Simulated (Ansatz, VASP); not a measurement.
One calculation of FeGe, two programs

File POSCAR:

```
FeGe
1.0
    3.0161730360      0.0000000000      0.0000000000
    0.0000000000      3.0161730360      0.0000000000
    0.0000000000      0.0000000000      3.0161730360
Fe Ge
1 1
Direct
    0.0000000000      0.0000000000      0.0000000000
    0.4633440200      0.4507515000      0.4535288900
```

Contents of INCAR.step1:

```
  ALGO = Normal
  EDIFF = 1E-4
  ENCUT = 520
  GGA = PE
  ISMEAR = 0
  ISPIN = 2
  LASPH = T
  LCHARG = F
  LMAXMIX = 4
  LREAL = F
  LWAVE = T
  MAGMOM = 4 0
  NBANDS = 22
  NELM = 150
  PREC = Accurate
  SIGMA = 0.05
```

The input INCAR.step2:

```
  ALGO = Normal
  EDIFF = 1E-6
  ENCUT = 520
  ISIF = 2
  ISMEAR = 0
  ISPIN = 2
  ISTART = 1
  LASPH = T
  LCHARG = F
  LMAXMIX = 4
  LMIXTAU = T
  LORBIT = 11
  LREAL = F
  LWAVE = F
  MAGMOM = 4 0
  METAGGA = R2SCAN
  NBANDS = 22
  NELM = 150
  PREC = Accurate
  SIGMA = 0.05
```

KPOINTS

```
k-points
0
Gamma
  3 3 3
```

Input for Ansatz:

```yaml
crystal:
  lattice:
    - [3.016173036, 0.0, 0.0]
    - [0.0, 3.016173036, 0.0]
    - [0.0, 0.0, 3.016173036]
  atoms:
    - { symbol: Fe, position: [0.0, 0.0, 0.0], spin: 4.0 }
    - { symbol: Ge, position: [0.46334402, 0.4507515, 0.45352889], spin: 0.0 }
kpoints:
  mp_grid: { grid: [3, 3, 3], shift: [0, 0, 0] }
hamiltonian:
  xc: r2scan
  dispersion: none
  pseudopotentials: { kind: paw }
scf:
  occupations: { method: gaussian, width: "0.05 eV" }
magnetization:
  spin_polarized: true
```

Alike in both runs: task single point; functional r2SCAN; k mesh 3 × 3 × 3; collinear spin.

```csv
,VASP,Ansatz
version,VASP 6.6.1,Ansatz development build ahead of 0.2.0
potentials or method,"VASP PAW PBE potentials, release 64 (Fe, Ge_d)","PAW (an earlier, plane waves, scalar-relativistic"
plane-wave cutoff (eV),520,1230
occupations,"gaussian, width 0.05 eV",gaussian
```

```csv
,VASP,Ansatz,Ansatz less VASP
net moment per atom (μB),0.96,0.96,+0.002
size of the moment on the site where the two differ most (μB),1.97,1.96,-0.010
```

VASP's potentials were made for PBE, not for r2SCAN. Site moments also hang on the region over which each program counts them. Ansatz's warnings: stability check not made.

The k mesh is coarse, so the values compare programs but aren't converged.
